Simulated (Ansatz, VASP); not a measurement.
**SrO2F in VASP and in Ansatz**

The input INCAR:

```
PREC     = Accurate       # precision mode
ENCUT    = 520            # plane-wave cutoff, eV
EDIFF    = 1E-7           # SCF threshold, eV
ISMEAR   = 1              # smearing method
SIGMA    = 0.026          # smearing width, eV
LREAL    = F              # projectors in reciprocal space
LASPH    = T              # aspherical terms in the spheres
NELM     = 80             # most SCF steps
ALGO     = Normal         # electronic algorithm
ISIF     = 2              # what is computed and relaxed
LWAVE    = F              # write WAVECAR
LCHARG   = F              # write CHGCAR
GGA      = PE             # functional
NBANDS   = 39             # bands
```

KPOINTS

```
regular mesh
0
Gamma
  5 5 3
```

POSCAR

```
SrO2F
1.0
    3.9414920000      0.0000000000      0.0000000000
    1.9707460000     -5.7534890000      0.0000000000
    0.0000000000      0.0000000000     -5.7519720000
Sr F O
2 2 4
Direct
    0.3120000000      0.3760000000      0.7500000000
    0.6880000000      0.6240000000      0.2500000000
    0.9840000000      0.0320000000      0.7500000000
    0.0160000000      0.9680000000      0.2500000000
    0.1180000000      0.7640000000      0.0000000000
    0.8820000000      0.2360000000      0.5000000000
    0.8820000000      0.2360000000      0.0000000000
    0.1180000000      0.7640000000      0.5000000000
```

Input for Ansatz:

```yaml
crystal:
  lattice:
    - [3.941492, 0.0, 0.0]
    - [1.970746, -5.753489, 0.0]
    - [0.0, 0.0, -5.751972]
  atoms:
    - { symbol: Sr, position: [0.312, 0.376, 0.75] }
    - { symbol: Sr, position: [0.688, 0.624, 0.25] }
    - { symbol: F, position: [0.984, 0.032, 0.75] }
    - { symbol: F, position: [0.016, 0.968, 0.25] }
    - { symbol: O, position: [0.118, 0.764, 0.0] }
    - { symbol: O, position: [0.882, 0.236, 0.5] }
    - { symbol: O, position: [0.882, 0.236, 0.0] }
    - { symbol: O, position: [0.118, 0.764, 0.5] }
  symmetry: { tolerance: 0.0003 }
kpoints:
  mp_grid: { grid: [5, 5, 3], shift: [0, 0, 0] }
magnetization:
  spin_polarized: false
scf:
  occupations: { method: methfessel_paxton, width: 0.026 }
hamiltonian:
  pseudopotentials: { kind: paw }
  xc: pbe
basis:
  ecutwfc: 420
output:
  forces: true
  stress: true
  eigenvalues: true
```

Alike in both runs: task single point; functional PBE; k mesh 5 × 5 × 3; occupations methfessel-paxton of order 1, width 0.026 eV; no spin polarisation.

|  | VASP | Ansatz |
| --- | --- | --- |
| version | VASP 6.6.1 | Ansatz 0.2.0 |
| potentials or method | VASP PAW PBE potentials, release 64 (Sr_sv, F, O), cutoff 520 eV | PAW plane waves |
| valence electrons in the cell | 58 | 58 |

```csv
,VASP,Ansatz,Ansatz less VASP
gap on the k mesh at the Fermi level (eV),none,none,-
pressure (GPa),2.0,1.9,-0.12
"traceless stress, the component that is largest in VASP (GPa)",4.12,4.12,-0.001
rms of the force components (eV/Å),0.765,0.770,+0.0048
```

Atom by atom the forces differ by 0.024 eV/Å (rms over components). A gap of «none» marks a metal or a gap that the smearing closes. With one functional, cell and mesh, what is left measures potentials, basis and numerics.

The k mesh is coarse, so the values compare programs but aren't converged.
